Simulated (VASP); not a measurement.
The system is Cu.

```xyz
1
Lattice="1.4350 1.4350 1.4350 -1.4350 1.4350 1.4350 -1.4350 -1.4350 1.4350" Properties=species:S:1:pos:R:3 pbc="T T T"
Cu    0.0000    0.0000    0.0000
```

* Program: VASP 6.6.1
* Task: relaxation of cell and atoms
* Functional: PBEsol
* Potentials or basis: VASP PAW PBE potentials, release 64 (Cu)
* Cutoff: 600 eV
* k mesh: 23 × 23 × 23
* Occupations: gaussian, width 0.1 eV
* Spin: no spin polarisation

At the start: pressure -5.1 GPa; volume 11.82 Å³/atom.

**Question.** Where does the relaxation end?

**Answer.** Over 3 steps the energy falls by 6.8 meV/atom and the volume is 11.41 Å³/atom (-3.4 %); space group Im-3m (No. 229, to 0.05 Å).

Step by step:
| step | energy change (eV) | largest force (eV/Å) | pressure (GPa) | volume (Å³) |
| --- | --- | --- | --- | --- |
| 1 | 0.0000 | 0.0000 | -5.15 | 11.82 |
| 2 | -0.0043 | 0.0000 | 3.49 | 11.18 |
| 3 | -0.0068 | 0.0000 | 0.00 | 11.41 |

Final structure:
```
CELL_PARAMETERS angstrom
1.41839 1.41839 1.41839
-1.41839 1.41839 1.41839
-1.41839 -1.41839 1.41839
ATOMIC_POSITIONS crystal
Cu 0.00000 0.00000 0.00000
```

Caveat: the PAW data sets were made with another functional, which shifts forces and pressure a little.
